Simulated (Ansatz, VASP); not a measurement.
KMgF3 in VASP and in Ansatz

```xyz
5
Lattice="3.9242 0.0000 0.0000 0.0000 3.9242 0.0000 0.0000 0.0000 3.9242" Properties=species:S:1:pos:R:3 pbc="T T T"
K     1.9621    1.9621    1.9621
Mg    0.0000    0.0000    0.0000
F     1.9621    0.0000    0.0000
F     0.0000    1.9621    0.0000
F     0.0000    0.0000    1.9621
```

Alike in both runs: task single point; functional PBE; dispersion D3(BJ); k mesh 6 × 6 × 6; no spin polarisation.

|  | VASP | Ansatz |
| --- | --- | --- |
| version | VASP 6.6.1 | Ansatz 0.2.0 |
| potentials or method | VASP PAW PBE potentials, release 64 (K_sv, Mg, F), cutoff 520 eV | scalar-relativistic, plane waves, PAW |
| occupations | gaussian, width 0.01 eV | fixed |
| valence electrons in the cell | 32 | 40 |

Ansatz gave:

| Quantity | Value |
| --- | --- |
| gap on the k mesh at the Fermi level (eV) | 7.70 |
| least direct gap on the mesh (eV) | 8.02 |
| pressure (GPa) | 5.7 |

**Question.** Estimate VASP's values.

**Answer.** gap on the k mesh at the Fermi level (eV): 7.67; least direct gap on the mesh (eV): 7.99; pressure (GPa): 5.3.

VASP's potentials hold 32 valence electrons a cell and Ansatz's 40, so a difference there can come from the potentials and not from the codes.
